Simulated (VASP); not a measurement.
# Ti (P6_3/mmc) in VASP: notebook

Runs on Ti. Level: r2SCAN. Tasks: single point.

All numbers are computed with VASP 6.6.1; they aren't measurements. Logs are shortened: lines on timing, memory, paths and dates and some standing lists are left out, and cuts for length are marked.

## (1) The cell of the first run

The structure is hexagonal, space group P6_3/mmc (No. 194). Conventional cell: a = 2.867 Å, b = 2.867 Å, c = 4.453 Å, α = 90.00°, β = 90.00°, γ = 120.00°. Ti (site symmetry -6m2) has 12 Ti at 2.77 to 2.87 Å within 3.7 Å.

## (2) Single point, r2SCAN

Contents of POSCAR:

```
Ti
1.0
    2.8666000000      0.0000000000      0.0000000000
   -1.4333000000      2.4825484225      0.0000000000
    0.0000000000      0.0000000000      4.4529000000
Ti
2
Direct
    0.3333333333      0.6666666667      0.2500000000
    0.6666666667      0.3333333333      0.7500000000
```

Contents of INCAR.step1:

```
PREC     = Accurate       # precision mode
ENCUT    = 520            # plane-wave cutoff, eV
ISMEAR   = 1              # smearing method
SIGMA    = 0.05           # smearing width, eV
LREAL    = False          # projectors in reciprocal space
LASPH    = True           # aspherical terms in the spheres
NELM     = 60             # most SCF steps
NBANDS   = 19             # bands
GGA      = PE             # functional
ALGO     = Normal         # electronic algorithm
EDIFF    = 1E-4           # SCF threshold, eV
LWAVE    = True           # write WAVECAR
LCHARG   = False          # write CHGCAR
```

Contents of INCAR.step2:

```
PREC     = Accurate       # precision mode
ENCUT    = 520            # plane-wave cutoff, eV
EDIFF    = 1E-7           # SCF threshold, eV
ISMEAR   = 1              # smearing method
SIGMA    = 0.05           # smearing width, eV
LREAL    = False          # projectors in reciprocal space
LASPH    = True           # aspherical terms in the spheres
NELM     = 60             # most SCF steps
ALGO     = Normal         # electronic algorithm
ISIF     = 2              # what is computed and relaxed
LWAVE    = False          # write WAVECAR
LCHARG   = False          # write CHGCAR
METAGGA  = R2SCAN         # meta-GGA
LMIXTAU  = True         
NBANDS   = 19             # bands
ISTART   = 1
```

Contents of KPOINTS:

```
regular mesh
0
Gamma
  18 18 10
```

Potentials or basis: VASP PAW PBE potentials, release 64 (Ti_sv).

On the command line:

```sh
$ cat potpaw_PBE.64/Ti_sv/POTCAR > POTCAR
$ cp INCAR.step1 INCAR
$ mpirun -np 1 vasp_std > vasp.out
$ cp INCAR.step2 INCAR
$ mpirun -np 1 vasp_std > vasp.out
```

OUTCAR:

```text
PREC = Accurate
   ENCUT = 520
   EDIFF = 1E-7
   ISMEAR = 1
   LREAL = False
   LASPH = True
   NELM = 60
   ISIF = 2
   METAGGA = R2SCAN
   ISTART = 1

 ion  position               nearest neighbor table
   1  0.333  0.667  0.250-   2 2.77   2 2.77   2 2.77   2 2.77   2 2.77   2 2.77
   2  0.667  0.333  0.750-   1 2.77   1 2.77   1 2.77   1 2.77   1 2.77   1 2.77

  LATTYP: Found a hexagonal cell.
 ALAT       =     2.8666000000
 C/A-ratio  =     1.5533733343

  Lattice vectors:

 A1 = (   2.8666000000,   0.0000000000,   0.0000000000)
 A2 = (  -1.4333000000,   2.4825484225,   0.0000000000)
 A3 = (   0.0000000000,   0.0000000000,   4.4529000000)

Analysis of symmetry for initial positions (statically):
=====================================================================
 Subroutine PRICEL returns:
 Original cell was already a primitive cell.

 Routine SETGRP: Setting up the symmetry group for a
 hexagonal supercell.

 Subroutine GETGRP returns: Found 24 space group operations
 (whereof 12 operations were pure point group operations)
 out of a pool of 24 trial point group operations.

The static configuration has the point symmetry D_3d.
 The point group associated with its full space group is D_6h.

Analysis of symmetry for dynamics (positions and initial velocities):
=====================================================================
 Subroutine PRICEL returns:
 Original cell was already a primitive cell.

 Routine SETGRP: Setting up the symmetry group for a
 hexagonal supercell.

 Subroutine GETGRP returns: Found 24 space group operations
 (whereof 12 operations were pure point group operations)
 out of a pool of 24 trial point group operations.

The dynamic configuration has the point symmetry D_3d.
 The point group associated with its full space group is D_6h.

 Subroutine INISYM returns: Found 24 space group operations
 (whereof 12 operations are pure point group operations),
 and found     1 'primitive' translations

----------------------------------------------------------------------------------------

                                     Primitive cell

  volume of cell :      31.6889

  direct lattice vectors                    reciprocal lattice vectors
     2.866600000  0.000000000  0.000000000     0.348845322  0.201405941  0.000000000
    -1.433300000  2.482548422  0.000000000     0.000000000  0.402811881  0.000000000
     0.000000000  0.000000000  4.452900000     0.000000000  0.000000000  0.224572750

  length of vectors
     2.866600000  2.866600000  4.452900000     0.402811881  0.402811881  0.224572750

  position of ions in fractional coordinates (direct lattice)
     0.333333333  0.666666667  0.250000000
     0.666666667  0.333333333  0.750000000

  ion indices of the primitive-cell ions
   primitive index   ion index
                 1           1
                 2           2

----------------------------------------------------------------------------------------

 KPOINTS: regular mesh

Automatic generation of k-mesh.
 Grid dimensions read from file:
 generate k-points for:   18   18   10

 Generating k-lattice:

  Cartesian coordinates                     Fractional coordinates (reciprocal lattice)
     0.019380296  0.011189219  0.000000000     0.055555556 -0.000000000  0.000000000
     0.000000000  0.022378438  0.000000000     0.000000000  0.055555556  0.000000000
     0.000000000  0.000000000  0.022457275     0.000000000  0.000000000  0.100000000

  Length of vectors
     0.022378438  0.022378438  0.022457275

  Shift w.r.t. Gamma in fractional coordinates (k-lattice)
     0.000000000  0.000000000  0.000000000

 Subroutine IBZKPT returns following result:
 ===========================================

 Found    222 irreducible k-points:

 Following reciprocal coordinates:
            Coordinates               Weight
  0.000000  0.000000  0.000000      1.000000
  0.055556 -0.000000  0.000000      6.000000
  0.111111 -0.000000  0.000000      6.000000
  0.166667  0.000000  0.000000      6.000000
  0.222222 -0.000000  0.000000      6.000000
  0.277778  0.000000  0.000000      6.000000
[... 16 lines left out ...]
  0.333333  0.111111  0.000000     12.000000
  0.388889  0.111111  0.000000     12.000000
 [... further k-points ...]
   k-points           NKPTS =    222   k-points in BZ     NKDIM =    222   number of bands    NBANDS=     19
   number of dos      NEDOS =    301   number of ions     NIONS =      2
   total plane-waves  NPLWV =  20736
   dimension x,y,z NGX =    24 NGY =   24 NGZ =   36
   dimension x,y,z NGXF=    48 NGYF=   48 NGZF=   72
   ions per type =               2
   NGX,Y,Z   is equivalent  to a cutoff of  13.92, 13.92, 13.44 a.u.
   NGXF,Y,Z  is equivalent  to a cutoff of  27.84, 27.84, 26.88 a.u.
 SYSTEM =  unknown system
   PREC   = accura    normal or accurate (medium, high low for compatibility)
   ISTART =      1    job   : 0-new  1-cont  2-samecut
   ICHARG =      0    charge: 1-file 2-atom 10-const
   ISPIN  =      1    spin polarized calculation?
   LNONCOLLINEAR =      F non collinear calculations
   LSORBIT =      F    spin-orbit coupling
   LASPH  =      T    aspherical Exc in radial PAW
   ENCUT  =  520.0 eV  38.22 Ry    6.18 a.u.   5.33  5.33  8.28*2*pi/ulx,y,z
   NELM   =     60;   NELMIN=  2; NELMDL=  0     # of ELM steps
   EDIFF  = 0.1E-06   stopping-criterion for ELM
   LREAL  =      F    real-space projection
   EDIFFG = 0.1E-05   stopping-criterion for IOM
   NSW    =      0    number of steps for IOM
   IBRION =     -1    ionic relax: 0-MD 1-quasi-New 2-CG
   NFREE  =      0    steps in history (QN), initial steepest desc. (CG)
   ISIF   =      2    stress and relaxation
   ISYM   =      2    0-nonsym 1-usesym 2-fastsym
   POTIM  = 0.5000    time-step for ionic-motion
   TEBEG  =    0.0;   TEEND  =   0.0 temperature during run
   PSTRESS=    0.0 pullay stress
   NELECT =      24.0000    total number of electrons
   NUPDOWN=      -1.0000    fix difference up-down
   EMIN   =  10.00;   EMAX   =-10.00  energy-range for DOS
   EFERMI =   0.00;   METHOD = LEGACY
   ISMEAR =     1;   SIGMA  =   0.05  broadening in eV -4-tet -1-fermi 0-gaus
   EFERMI_NEDOS =   21; number of points for ismear=-14 and -15
   IALGO  =     38    algorithm
   IMIX   =      4    mixing-type and parameters
     AMIX     =   0.40;   BMIX     =  1.00
     AMIX_MAG =   1.60;   BMIX_MAG =  1.00
  volume/ion in A,a.u.               =      15.84       106.92
  Fermi-wavevector in a.u.,A,eV,Ry     =   1.492254  2.819951 30.297739  2.226821
  Thomas-Fermi vector in A             =   2.604805
   LORBIT       =      0    0 simple, 1 ext, 2 COOP (PROOUT), +10 PAW based schemes
   METAGGA = R2SCAN    functional components
   LHFCALC =     F    Hartree Fock is set to
   AEXX    =    0.0000 exact exchange contribution
   IVDW    =     0    specifies the selected vdW correction
   LEPSILON=     F    determine dielectric tensor
   LRPA    =     F    only Hartree local field effects (RPA)
 non-spin polarized calculation
 Methfessel and Paxton  Order N= 1 SIGMA  =   0.05
  energy-cutoff  :      520.00
  volume of cell :       31.69
 maximum number of plane-waves:       872
 NGX is ok and might be reduce to    24
   NGX = 11   NGY = 11   NGZ = 17

 number of electron      24.0000002 magnetization

 Free energy of the ion-electron system (eV)
  ---------------------------------------------------
  ext. energy  EPLUGINS =         0.00000000
  ---------------------------------------------------
  free energy    TOTEN  =       -25.78722608 eV

  energy without entropy =      -25.78756609  energy(sigma->0) =      -25.78733942

 E-fermi :   9.4425     XC(G=0): -12.8751

 val. band max:        9.4421028908   @ k =   0.1111   0.0556   0.4000
 cond. band min:       9.4483118169   @ k =   0.0000   0.0000   0.4000
 fundamental gap:      0.0062089262
 Fermi energy:         9.4425424245

 k-point     1 :       0.0000    0.0000    0.0000
  band No.  band energies     occupation
      1     -49.6672      2.00000
      2     -49.4459      2.00000
      3     -25.3719      2.00000
      4     -24.4871      2.00000
      5     -24.4871      2.00000
      6     -24.3520      2.00000
[... 11 lines left out ...]
     18      11.3076      0.00000
     19      13.1623      0.00000

 k-point     2 :       0.0556   -0.0000    0.0000
  band No.  band energies     occupation
      1     -49.6626      2.00000
      2     -49.4444      2.00000
      3     -25.3623      2.00000
      4     -24.5058      2.00000
      5     -24.4937      2.00000
      6     -24.3588      2.00000
[... 11 lines left out ...]
     18      11.2472      0.00000
     19      13.1979      0.00000

 k-point     3 :       0.1111   -0.0000    0.0000
  band No.  band energies     occupation
      1     -49.6495      2.00000
      2     -49.4401      2.00000
      3     -25.3341      2.00000
      4     -24.5600      2.00000
      5     -24.5121      2.00000
      6     -24.4146      2.00000
[... 11 lines left out ...]
     18      11.1939      0.00000
     19      13.2873      0.00000

 k-point     4 :       0.1667    0.0000    0.0000
  band No.  band energies     occupation
      1     -49.6290      2.00000
      2     -49.4338      2.00000
      3     -25.2891      2.00000
      4     -24.6435      2.00000
      5     -24.5394      2.00000
      6     -24.4982      2.00000
[... 11 lines left out ...]
     18      11.4844      0.00000
     19      13.3972      0.00000

 k-point     5 :       0.2222   -0.0000    0.0000
  band No.  band energies     occupation
      1     -49.6030      2.00000
      2     -49.4269      2.00000
      3     -25.2300      2.00000
      4     -24.7469      2.00000
      5     -24.5978      2.00000
      6     -24.5717      2.00000
[... 11 lines left out ...]
     18      11.8603      0.00000
     19      13.5021      0.00000
[... 334 lines left out ...]
      2     -49.4193      2.00000
      3     -25.1384      2.00000
      4     -24.8520      2.00000
      5     -24.7630      2.00000
      6     -24.5931      2.00000
[... 11 lines left out ...]
     18      12.6820      0.00000
     19      13.5402      0.00000

 k-point    22 :       0.2778    0.1111    0.0000
  band No.  band energies     occupation
      1     -49.5363      2.00000
      2     -49.4165      2.00000
      3     -25.0660      2.00000
      4     -24.9503      2.00000
      5     -24.8237      2.00000
      6     -24.6437      2.00000
[... 11 lines left out ...]
     18      13.2152      0.00000
     19      13.5875      0.00000

 k-point    23 :       0.3333    0.1111    0.0000
  band No.  band energies     occupation
      1     -49.5106      2.00000
      2     -49.4166      2.00000
      3     -25.0305      2.00000
      4     -24.9955      2.00000
      5     -24.8722      2.00000
      6     -24.6849      2.00000
[... 11 lines left out ...]
     18      13.6201      0.00000
     19      13.7667      0.00000

 k-point    24 :       0.3889    0.1111    0.0000
  band No.  band energies     occupation
      1     -49.4915      2.00000
      2     -49.4191      2.00000
      3     -25.0827      2.00000
      4     -24.9384      2.00000
      5     -24.9037      2.00000
      6     -24.7114      2.00000
[... 11 lines left out ...]
     18      13.6386      0.00000
     19      14.3159      0.00000

 [... further k-points ...]
[... 5 lines left out ...]
  --------------------------------------------------------------------------------------
  -------------------------------------------------------------------------------------
  Total        2.2937215      2.2937215      2.8383299      0.0000000     -0.0000000      0.0000000
  in kB      115.9694265    115.9694265    143.5045539      0.0000000     -0.0000000      0.0000000
  external PRESSURE =     125.1478023 kB  Pullay stress =       0.0000000 kB

 VOLUME and BASIS-vectors are now :
 -----------------------------------------------------------------------------
  energy-cutoff  :      520.00
  volume of cell :       31.69
      direct lattice vectors                 reciprocal lattice vectors
     2.866600000  0.000000000  0.000000000     0.348845322  0.201405941  0.000000000
    -1.433300000  2.482548422  0.000000000     0.000000000  0.402811881  0.000000000
     0.000000000  0.000000000  4.452900000     0.000000000  0.000000000  0.224572750

 POSITION                                       TOTAL-FORCE (eV/Angst)
 -----------------------------------------------------------------------------------
     -0.00000      1.65503      1.11322        -0.000000      0.000000      0.000000
      1.43330      0.82752      3.33967         0.000000     -0.000000      0.000000
 -----------------------------------------------------------------------------------
    total drift:                                0.000000     -0.000000      0.000000

  FREE ENERGIE OF THE ION-ELECTRON SYSTEM (eV)
  ---------------------------------------------------
  free  energy   TOTEN  =       -25.7872260790 eV

  energy  without entropy=      -25.7875660876  energy(sigma->0) =      -25.78733942
```

It took 3.4 min on 1 thread of Intel Xeon 6975P-C (Granite Rapids), shared host; peak memory 0.23 GiB.

Results:

```
Free energy            : -25.7872 eV
Pressure               : 12.5 GPa
Band gap on the k mesh : zero (bands 12 and 13 overlap by 1.25 eV)
```

Levels at points of the mesh, in eV from the Fermi level:
| k point | band 10 | band 11 | band 12 | band 13 | band 14 | band 15 |
| --- | --- | --- | --- | --- | --- | --- |
| (0.00, 0.00, 0.00) | -3.14 | 0.86 | 0.86 | 1.05 | 1.16 | 1.51 |
| (0.50, 0.00, 0.00) | -2.63 | -2.20 | -0.83 | 0.49 | 0.85 | 1.47 |
| (0.00, 0.00, 0.50) | -4.72 | 0.12 | 0.12 | 0.73 | 0.73 | 0.73 |
| (0.50, 0.00, 0.50) | -2.96 | -0.97 | -0.97 | 1.48 | 1.48 | 2.00 |

Caveat: the cell stands under pressure; the PAW data sets were made with another functional, which shifts forces and pressure a little.

## (3) Single point, r2SCAN

This run uses another cell than the first one, of 15.92 Å³/atom.

Contents of POSCAR:

```
Ti
1.0
    2.9350879604      0.0000000000      0.0000000000
   -1.4675439802      2.5418607360      0.0000000000
    0.0000000000      0.0000000000      4.2673000000
Ti
2
Direct
    0.3333333333      0.6666666667      0.2500000000
    0.6666666667      0.3333333333      0.7500000000
```

Contents of INCAR.step1:

```
PREC = Accurate ; ENCUT = 520
ISMEAR = 1 ; SIGMA = 0.05
LREAL = False ; LASPH = True
NELM = 60 ; NBANDS = 19
GGA = PE ; ALGO = Normal
EDIFF = 1E-4 ; LWAVE = True
LCHARG = False
```

Contents of INCAR.step2:

```
PREC = Accurate ; ENCUT = 520
EDIFF = 1E-6 ; ISMEAR = 1
SIGMA = 0.05 ; LREAL = False
LASPH = True ; NELM = 60
ALGO = Normal ; ISIF = 2
LWAVE = False ; LCHARG = True
METAGGA = R2SCAN ; LMIXTAU = True
LELF = True ; LVHAR = True
NBANDS = 19 ; ISTART = 1
```

KPOINTS is that of step 2.

Potentials or basis: VASP PAW PBE potentials, release 64 (Ti_sv).

On the command line:

```sh
$ cat potpaw_PBE.64/Ti_sv/POTCAR > POTCAR
$ cp INCAR.step1 INCAR
$ mpirun -np 1 vasp_std > vasp.out
$ cp INCAR.step2 INCAR
$ mpirun -np 1 vasp_std > vasp.out
```

OUTCAR:

```text
PREC = Accurate
   ENCUT = 520
   EDIFF = 1E-6
   ISMEAR = 1
   LREAL = False
   LASPH = True
   NELM = 60
   ISIF = 2
   METAGGA = R2SCAN
   ISTART = 1

 ion  position               nearest neighbor table
   1  0.333  0.667  0.250-   2 2.72   2 2.72   2 2.72   2 2.72   2 2.72   2 2.72
   2  0.667  0.333  0.750-   1 2.72   1 2.72   1 2.72   1 2.72   1 2.72   1 2.72

  LATTYP: Found a hexagonal cell.
 ALAT       =     2.9350879604
 C/A-ratio  =     1.4538916917

  Lattice vectors:

 A1 = (   2.9350879604,   0.0000000000,   0.0000000000)
[... 192 lines left out ...]
      4     -24.6328      2.00000
      5     -24.6328      2.00000
      6     -24.4334      2.00000
[... 505 lines left out ...]
      6     -24.8253      2.00000
[... 11 lines left out ...]
     18      13.7533      0.00000
     19      14.0537      0.00000

 [... further k-points ...]
[... 5 lines left out ...]
  --------------------------------------------------------------------------------------
  -------------------------------------------------------------------------------------
  Total        1.6272086      1.6272086      3.7266359      0.0000000      0.0000000      0.0000000
  in kB       81.8894130     81.8894130    187.5432759      0.0000000      0.0000000      0.0000000
  external PRESSURE =     117.1073673 kB  Pullay stress =       0.0000000 kB

 VOLUME and BASIS-vectors are now :
 -----------------------------------------------------------------------------
  energy-cutoff  :      520.00
  volume of cell :       31.84
      direct lattice vectors                 reciprocal lattice vectors
     2.935087960  0.000000000  0.000000000     0.340705292  0.196706292  0.000000000
    -1.467543980  2.541860736  0.000000000     0.000000000  0.393412584  0.000000000
     0.000000000  0.000000000  4.267300000     0.000000000  0.000000000  0.234340215

 POSITION                                       TOTAL-FORCE (eV/Angst)
 -----------------------------------------------------------------------------------
     -0.00000      1.69457      1.06682        -0.000000     -0.000000      0.000000
      1.46754      0.84729      3.20047         0.000000      0.000000      0.000000
 -----------------------------------------------------------------------------------
    total drift:                               -0.000000      0.000000     -0.000000

  FREE ENERGIE OF THE ION-ELECTRON SYSTEM (eV)
  ---------------------------------------------------
  free  energy   TOTEN  =       -25.7408037847 eV

  energy  without entropy=      -25.7410779385  energy(sigma->0) =      -25.74089517
```

OSZICAR.step1:

```text
N       E                     dE             d eps       ncg     rms          rms(c)
DAV:   1     0.262052610867E+03    0.26205E+03   -0.13013E+04  8460   0.161E+03
DAV:   2     0.128826839329E+02   -0.24917E+03   -0.24497E+03  8676   0.443E+02
DAV:   3    -0.160602210872E+02   -0.28943E+02   -0.28572E+02 15690   0.124E+02
DAV:   4    -0.172437551953E+02   -0.11835E+01   -0.11795E+01  9762   0.258E+01
DAV:   5    -0.172949509377E+02   -0.51196E-01   -0.51190E-01 12305   0.395E+00    0.130E+01
DAV:   6    -0.154965862140E+02    0.17984E+01   -0.63526E+00  9793   0.260E+01    0.356E+00
DAV:   7    -0.154885682767E+02    0.80179E-02   -0.71712E-01 12720   0.647E+00    0.217E+00
DAV:   8    -0.155252210209E+02   -0.36653E-01   -0.23786E-01  8966   0.550E+00    0.876E-01
DAV:   9    -0.155161891121E+02    0.90319E-02   -0.48878E-02  9522   0.241E+00    0.849E-02
DAV:  10    -0.155167154492E+02   -0.52634E-03   -0.34945E-03 11747   0.384E-01    0.719E-02
DAV:  11    -0.155167214539E+02   -0.60047E-05   -0.16909E-04  6730   0.929E-02
   1 F= -.15516721E+02 E0= -.15516802E+02  d E =0.240705E-03
```

Run time: 2.8 min. Hardware: 1 thread of Intel Xeon 6975P-C (Granite Rapids), shared host; peak memory 0.23 GiB.

Results:

```
Free energy            : -25.7408 eV
Pressure               : 11.7 GPa
Band gap on the k mesh : zero (bands 12 and 13 overlap by 1.28 eV)
```

Stress tensor (GPa, compression positive):
```
 8.19  0.00  0.00
 0.00  8.19  0.00
 0.00  0.00 18.75
```

Caveat: the cell stands under pressure; the PAW data sets were made with another functional, which shifts forces and pressure a little.
